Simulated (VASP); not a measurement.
# NaI: single point with r2SCAN

The system is NaI.

```
CELL_PARAMETERS angstrom
-2.21451 2.21451 8.19650
2.21451 -2.21451 8.19650
2.21451 2.21451 -8.19650
ATOMIC_POSITIONS crystal
Na 0.25000 0.75000 0.50000
Na 0.50000 0.50000 0.00000
I 0.75000 0.25000 0.50000
I 0.00000 0.00000 0.00000
```

```
Program             : VASP 6.6.1
Task                : single point
Functional          : r2SCAN
Potentials or basis : VASP PAW PBE potentials, release 64 (Na_pv, I)
Cutoff              : 520 eV
k mesh              : 6 × 6 × 6
Occupations         : fermi-dirac, width 0.02 eV
Spin                : no spin polarisation
```

```
Pressure               : -0.3 GPa
Band gap on the k mesh : 3.64 eV (least direct gap 3.67 eV)
```

Stress tensor (GPa, compression positive):
```
-0.35  0.00  0.00
 0.00 -0.35  0.00
 0.00  0.00 -0.14
```

Levels at points of the mesh, in eV from the valence-band top:
```tsv
k point	band 12	band 13	band 14	band 15	band 16	band 17
(0.00, 0.00, 0.00)	-0.39	-0.39	-0.04	3.64	5.52	6.38
(0.50, 0.00, 0.00)	-0.34	-0.26	-0.22	5.07	5.80	6.51
(0.50, 0.50, 0.00)	-1.62	-0.32	-0.32	4.81	4.81	6.71
(0.50, 0.50, 0.50)	-0.52	-0.27	-0.27	4.66	4.66	6.77
```

It took 38 min on 1 thread of Intel(R) Xeon(R) Platinum 8259CL CPU @ 2.50GHz (Skylake/Cascade Lake), with other jobs on the host, peak memory 0.8 GiB.

Caveat: the PAW data sets were made with another functional, which shifts forces and pressure a little; spin-orbit coupling is left out, which moves the levels of the heavy elements. A k mesh can miss the band edges.
